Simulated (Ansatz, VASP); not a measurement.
Fe: VASP beside Ansatz

Contents of INCAR:

```
SYSTEM = Fe
ALGO     = Normal         ! electronic algorithm
EDIFF    = 1E-8           ! SCF threshold, eV
ENCUT    = 520            ! plane-wave cutoff, eV
GGA      = CA             ! functional
ISIF     = 2              ! what is computed and relaxed
ISMEAR   = 0              ! smearing method
ISPIN    = 2              ! spin polarisation
LASPH    = .True.         ! aspherical terms in the spheres
LCHARG   = .False.        ! write CHGCAR
LEFG     = .True.       
LMAXMIX  = 4              ! l up to which the mixer works
LORBIT   = 11             ! projections on sites
LREAL    = .False.        ! projectors in reciprocal space
LWAVE    = .False.        ! write WAVECAR
MAGMOM   = 2.18           ! initial moments
NBANDS   = 14             ! bands
NELM     = 150            ! most SCF steps
PREC     = Accurate       ! precision mode
SIGMA    = 0.05           ! smearing width, eV
```

The input KPOINTS:

```
k-points
0
Gamma
  22 22 22
  0 0 0
```

Contents of POSCAR:

```
Fe
1.0
   -1.3748523950      1.3748523950      1.3748523950
    1.3748523950     -1.3748523950      1.3748523950
    1.3748523950      1.3748523950     -1.3748523950
Fe
1
Direct
    0.0000000000      0.0000000000      0.0000000000
```

Input for Ansatz:

```yaml
crystal:
  lattice:
    - [-1.374852395, 1.374852395, 1.374852395]
    - [1.374852395, -1.374852395, 1.374852395]
    - [1.374852395, 1.374852395, -1.374852395]
  atoms:
    - { symbol: Fe, position: [0.0, 0.0, 0.0], spin: 2.18 }
basis:
  ecutwfc: 420
  ecutrho_ratio: 4
kpoints:
  mp_grid: { grid: [22, 22, 22] }
hamiltonian:
  xc: lda
scf:
  occupations: { method: gaussian, width: 0.05 }
  lower_state_search: "off"
output:
  forces: true
  stress: true
  eigenvalues: true
  populations: true
  efg: { contact_densities: true, quadrupole_moments_barn: { Fe: 0.16 } }
magnetization:
  spin_polarized: true
checkpoint:
  read: start.run
  write: ck
  compress: false
  write_wavefunctions: false
  write_every: 100000
```

Alike in both runs: task electric field gradients; functional LDA; k mesh 22 × 22 × 22; occupations gaussian, width 0.05 eV; collinear spin.

|  | VASP | Ansatz |
| --- | --- | --- |
| version | VASP 6.6.1 | Ansatz 0.2.0 |
| potentials or method | VASP PAW LDA potentials, release 64 (Fe), cutoff 520 eV | scalar-relativistic, plane waves, PAW |
| valence electrons in the cell | 8 | 16 |

```csv
,VASP,Ansatz,Ansatz less VASP
gap on the k mesh at the Fermi level (eV),none,none,-
pressure (GPa),-1.0,0.1,+1.09
net moment per atom (μB),1.94,1.98,+0.041
size of the moment on the site where the two differ most (μB),1.91,1.98,+0.075
```

LDA's correlation is that of Perdew and Zunger in VASP and of Perdew and Wang (1992) in Ansatz. Site moments also hang on the region over which each program counts them. A gap of «none» marks a metal or a gap that the smearing closes. VASP's potentials hold 8 valence electrons a cell and Ansatz's 16, so a difference there can come from the potentials and not from the codes. Ansatz's warnings: stability check not made.
